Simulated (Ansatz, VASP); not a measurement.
# Two plane-wave programs on Ni

File INCAR:

```
SYSTEM = Ni
ALGO = Normal
EDIFF = 1E-8
ENCUT = 520
ISIF = 2
ISMEAR = -1
ISPIN = 2
LASPH = .TRUE.
LCHARG = .FALSE.
LEFG = .TRUE.
LMAXMIX = 4
LORBIT = 11
LREAL = .FALSE.
LWAVE = .FALSE.
MAGMOM = 1.5
NBANDS = 15
NELM = 150
PREC = Accurate
SIGMA = 0.05
```

Contents of KPOINTS:

```
k-points
0
G
  20 20 20
  0 0 0
```

Contents of POSCAR:

```
Ni
1.0
    0.0000000000      1.7560842062      1.7560842062
    1.7560842062      0.0000000000      1.7560842062
    1.7560842062      1.7560842062      0.0000000000
Ni
1
Direct
    0.0000000000      0.0000000000      0.0000000000
```

Input for Ansatz:

```yaml
crystal:
  lattice:
    - [0.0, 1.7560842062, 1.7560842062]
    - [1.7560842062, 0.0, 1.7560842062]
    - [1.7560842062, 1.7560842062, 0.0]
  atoms:
    - { symbol: Ni, position: [0.0, 0.0, 0.0], spin: 1.5 }
magnetization:
  spin_polarized: true
kpoints:
  mp_grid: { grid: [20, 20, 20] }
scf:
  occupations: { method: fermi_dirac, width: 0.05 }
hamiltonian:
  xc: lda
  pseudopotentials: { kind: paw }
output:
  forces: true
  stress: true
  eigenvalues: true
  efg: { contact_densities: true }
```

Change from the starting cell: volume scaled by 0.98, PAW files.

Alike in both runs: task electric field gradients; functional LDA; k mesh 20 × 20 × 20; occupations fermi-dirac, width 0.05 eV; collinear spin.

|  | VASP | Ansatz |
| --- | --- | --- |
| version | VASP 6.6.1 | Ansatz 0.2.0 |
| potentials or method | VASP PAW LDA potentials, release 64 (Ni) | PAW with Ansatz's default frozen-core files, scalar-relativistic |
| plane-wave cutoff (eV) | 520 | 420 |
| valence electrons in the cell | 10 | 18 |

Ansatz gave:

```
pressure (GPa)                                                : -16.1
net moment per atom (μB)                                      : 0.62
size of the moment on the site where the two differ most (μB) : 0.65
```

**Question.** Estimate VASP's values.

**Answer.** Pressure (GPa): -16.0; net moment per atom (μB): 0.61; size of the moment on the site where the two differ most (μB): 0.61.

LDA's correlation is that of Perdew and Zunger in VASP and of Perdew and Wang (1992) in Ansatz. Site moments also hang on the region over which each program counts them. VASP's potentials hold 10 valence electrons a cell and Ansatz's 18, so a difference there can come from the potentials and not from the codes.
